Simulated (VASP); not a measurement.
Wanted: the native input for a VASP 6.6.1 run.

| Item | Value |
| --- | --- |
| Task | single point |
| Functional | LDA |
| Potentials or basis | VASP PAW LDA potentials, release 64 (Rh_pv) |
| Cutoff | 520 eV |
| k mesh | 21 × 21 × 12 |
| Occupations | gaussian, width 0.15 eV |
| Spin | collinear spin, ferromagnetic start |
| Starting moments | [0.5, 0.5] μB |
| Fixed moment | 1 μB |
| Dipole correction | no |
| Further INCAR settings | ALGO = Normal; EDIFF = 1e-06; NBANDS = 26 |

The structure of Rh lies in POSCAR:

```
Rh
1.0
    2.5588111912      0.0000000000      0.0000000000
   -1.2794055956      2.2159954951      0.0000000000
    0.0000000000      0.0000000000      4.1200539690
Rh
2
Direct
    0.6666666667      0.3333333333      0.7500000000
    0.3333333333      0.6666666667      0.2500000000
```

This isn't the form of Rh at room conditions, which is fcc.

One way to write it, as run:

INCAR

```
  PREC = Accurate
  ENCUT = 520
  EDIFF = 1E-6
  ISMEAR = 0
  SIGMA = 0.15
  LREAL = F
  LASPH = T
  NELM = 150
  ALGO = Normal
  ISIF = 2
  LWAVE = F
  LCHARG = F
  ISPIN = 2
  MAGMOM = 0.5 0.5
  LORBIT = 11
  NUPDOWN = 1.0
  LMAXMIX = 4
  GGA = CA
  NBANDS = 26
```

KPOINTS

```
regular mesh
0
Gamma
  21 21 12
```

Potentials or basis: VASP PAW LDA potentials, release 64 (Rh_pv).

Run with:

```console
$ cat potpaw_LDA.64/Rh_pv/POTCAR > POTCAR
$ mpirun -np 1 vasp_std > vasp.out
```

Results of the run:

* Pressure: 59.3 GPa
* Net moment: 1.00 μB per cell
* Site moments: Rh +0.49 μB
* Valence electrons inside the program's atomic spheres: Rh 14.16

Caveat: the cell stands under pressure; the total moment is fixed, so each spin has its own Fermi level and the state may be an excited one.

It took 2.2 min on 1 thread of Intel(R) Xeon(R) 6975P-C (Granite Rapids), with other jobs on the host, peak memory 0.35 GiB.
